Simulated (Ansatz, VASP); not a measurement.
# One calculation of CdTe, two programs

Contents of INCAR:

```
PREC = Accurate
ENCUT = 520
EDIFF = 1E-6
ISMEAR = 0
SIGMA = 0.01
LREAL = False
LASPH = True
NELM = 80
ALGO = Normal
ISIF = 2
LWAVE = False
LCHARG = False
NBANDS = 16
```

The input KPOINTS:

```
Automatic mesh
0
Gamma
  6 6 6
```

POSCAR

```
CdTe
1.0
    3.2691000000      3.2691000000      0.0000000000
   -3.2691000000      3.2691000000      0.0000000000
    0.0000000000      3.2691000000      3.1151976459
Cd Te
1 1
Direct
    0.0000000000      0.0000000000      0.0000000000
    0.7500000000      0.2500000000      0.5000000000
```

Input for Ansatz:

```yaml
crystal:
  lattice:
    - [3.2691, 3.2691, 0.0]
    - [-3.2691, 3.2691, 0.0]
    - [0.0, 3.2691, 3.1151976459]
  atoms:
    - { symbol: Cd, position: [0.0, 0.0, 0.0] }
    - { symbol: Te, position: [0.75, 0.25, 0.5] }
kpoints:
  mp_grid: { grid: [6, 6, 6] }
scf:
  occupations: { method: fixed }
  convergence: { dr2_threshold: 1.0e-10 }
hamiltonian:
  xc: lda
  pseudopotentials: { kind: all_electron, lapw: { basis_error: 0.0005 } }
output:
  forces: true
  stress: true
  eigenstates:
    kpoints:
      - [0.0, 0.0, 0.0]
      - [-0.5, -0.5, -0.5]
      - [-0.5, 0.5, 0.0]
      - [0.0, 0.0, -0.5]
      - [0.0, -0.5, -0.5]
      - [0.0, 0.5, 0.0]
      - [-0.5, 0.0, 0.0]
      - [-0.5, 0.0, -0.5]
  eigenvalues: true
```

Change from the starting cell: film at in-plane strain +0.02.

Alike in both runs: task single point; functional LDA; k mesh 6 × 6 × 6; no spin polarisation.

|  | VASP | Ansatz |
| --- | --- | --- |
| version | VASP 6.6.1 | Ansatz 0.2.0 |
| potentials or method | VASP PAW LDA potentials, release 64 (Cd, Te), cutoff 520 eV | all-electron LAPW, scalar-relativistic |
| occupations | gaussian, width 0.01 eV | fixed |

Ansatz gave:

```
gap on the k mesh at the Fermi level (eV)                     : 0.47
pressure (GPa)                                                : -0.5
traceless stress, the component that is largest in VASP (GPa) : 0.55
```

What did VASP give for the same quantities?

gap on the k mesh at the Fermi level (eV): 0.51; pressure (GPa): -0.3; traceless stress, the component that is largest in VASP (GPa): 0.55.

LDA's correlation is that of Perdew and Zunger in VASP and of Perdew and Wang (1992) in Ansatz. Ansatz ran all-electron here, and VASP with PAW potentials.

Neither program's run includes spin-orbit coupling.
